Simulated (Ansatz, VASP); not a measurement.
# One calculation of Al, two programs

Contents of INCAR:

```
SYSTEM = Al
ALGO = Normal
EDIFF = 1E-6
EDIFFG = -0.005
ENCUT = 600
GGA = PE
IBRION = 2
ISIF = 3
ISMEAR = -1
LASPH = .TRUE.
LCHARG = .FALSE.
LREAL = .FALSE.
LWAVE = .FALSE.
NELM = 80
NSW = 60
PREC = Accurate
SIGMA = 0.05
```

KPOINTS

```
k-points
0
G
  10 10 7
  0 0 0
```

The input POSCAR:

```
Al
1.0
    3.7708090469      0.0000000000      0.0000000000
   -1.8854045234      3.2656164274      0.0000000000
    0.0000000000      0.0000000000      5.3545488466
Al
4
Direct
    0.0000000000      0.0000000000      0.0000000000
    0.0000000000      0.0000000000      0.5000000000
    0.3333333333      0.6666666667      0.2500000000
    0.6666666667      0.3333333333      0.7500000000
```

Input for Ansatz:

```yaml
crystal:
  lattice:
    - [3.7708090469, 0.0, 0.0]
    - [-1.8854045234, 3.2656164274, 0.0]
    - [0.0, 0.0, 5.3545488466]
  atoms:
    - { symbol: Al, position: [0.0, 0.0, 0.0] }
    - { symbol: Al, position: [0.0, 0.0, 0.5] }
    - { symbol: Al, position: [0.3333333333, 0.6666666667, 0.25] }
    - { symbol: Al, position: [0.6666666667, 0.3333333333, 0.75] }
kpoints:
  mp_grid: { grid: [10, 10, 7] }
scf:
  occupations: { method: fermi_dirac, width: 0.05 }
hamiltonian:
  xc: pbe
  pseudopotentials: { kind: paw }
output:
  forces: true
  stress: true
relax:
  f_tol: 0.005
  max_steps: 40
  cell: {}
```

Alike in both runs: task relaxation of cell and atoms; functional PBE; k mesh 10 × 10 × 7; occupations fermi-dirac, width 0.05 eV; no spin polarisation.

```csv
,VASP,Ansatz
version,VASP 6.6.1,Ansatz 0.2.0
potentials or method,"VASP PAW PBE potentials, release 64 (Al)","PAW with Ansatz's default frozen-core files, scalar-relativistic"
plane-wave cutoff (eV),600,420
valence electrons in the cell,12,12
```

```csv
,VASP,Ansatz,Ansatz less VASP
relaxed volume (Å³/atom),20.07,20.07,+0.001
relaxed cell length with the largest relative difference (Å),5.271,5.272,+0.0007
```

Noted on VASP's run: the volume moved by over 15 % at a fixed basis, so the end points are rough.
